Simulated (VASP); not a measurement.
Crystal: Y2S.

```
Y S
1.0
     4.62968    0.00000    0.00000
    -2.31484    4.00942    0.00000
     0.00000    0.00000    3.43126
Y S
2 1
Direct
  0.33333 0.66667 0.50000
  0.66667 0.33333 0.50000
  0.00000 0.00000 0.00000
```

```yaml
Program: VASP 6.6.1
Task: relaxation of cell and atoms
Functional: PBE
Potentials_or_basis: VASP PAW PBE potentials, release 64 (Y_sv, S)
Cutoff: 600 eV
k_mesh: 6 × 6 × 6
Occupations: gaussian, width 0.1 eV
Spin: no spin polarisation
```

At the start: pressure 5.9 GPa; volume 21.23 Å³/atom.

How do energy, volume and symmetry change on relaxing?

Over 5 steps the energy falls by 184.5 meV/atom and the volume is 24.23 Å³/atom (+14.2 %); space group P6/mmm (No. 191, to 0.05 Å).

The path:
| step | energy change (eV) | largest force (eV/Å) | pressure (GPa) | volume (Å³) |
| --- | --- | --- | --- | --- |
| 1 | 0.0000 | 0.0000 | 5.90 | 63.69 |
| 2 | -0.5437 | 0.0000 | 0.89 | 70.77 |
| 3 | -0.5513 | 0.0000 | 0.53 | 71.91 |
| 4 | -0.5516 | 0.0000 | 0.58 | 71.74 |
| 5 | -0.5535 | 0.0000 | -0.02 | 72.70 |

Final structure:
```
Y S
1.0
     5.07988    0.00000    0.00000
    -2.53994    4.39931    0.00000
     0.00000    0.00000    3.25330
Y S
2 1
Direct
  0.33333 0.66667 0.50000
  0.66667 0.33333 0.50000
  0.00000 0.00000 0.00000
```
